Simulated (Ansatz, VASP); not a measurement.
## One calculation of NbC, two programs

```xyz
2
Lattice="0.0000 2.1499 2.1499 2.1499 0.0000 2.1499 2.1499 2.1499 0.0000" Properties=species:S:1:pos:R:3 pbc="T T T"
Nb    0.0000    0.0000    0.0000
C     2.1499    2.1499    2.1499
```

Alike in both runs: task single point; functional PBE; k mesh 16 × 16 × 16; occupations gaussian, width 0.1 eV; no spin polarisation.

```csv
,VASP,Ansatz
version,VASP 6.6.1,Ansatz 0.2.0
potentials or method,"VASP PAW PBE potentials, release 64 (Nb_sv, C), cutoff 600 eV","scalar-relativistic, plane waves, PAW"
valence electrons in the cell,17,17
```

Ansatz gave:

| Quantity | Value |
| --- | --- |
| gap on the k mesh at the Fermi level (eV) | none |
| pressure (GPa) | 49.5 |

Problem. Which values does VASP return?

Solution. gap on the k mesh at the Fermi level (eV): none; pressure (GPa): 48.7.

A gap of «none» marks a metal or a gap that the smearing closes. Both programs put the cell under a high pressure, so it lies far from rest at this level. The functional is the same, so the differences come from potentials, cutoffs and numerics.
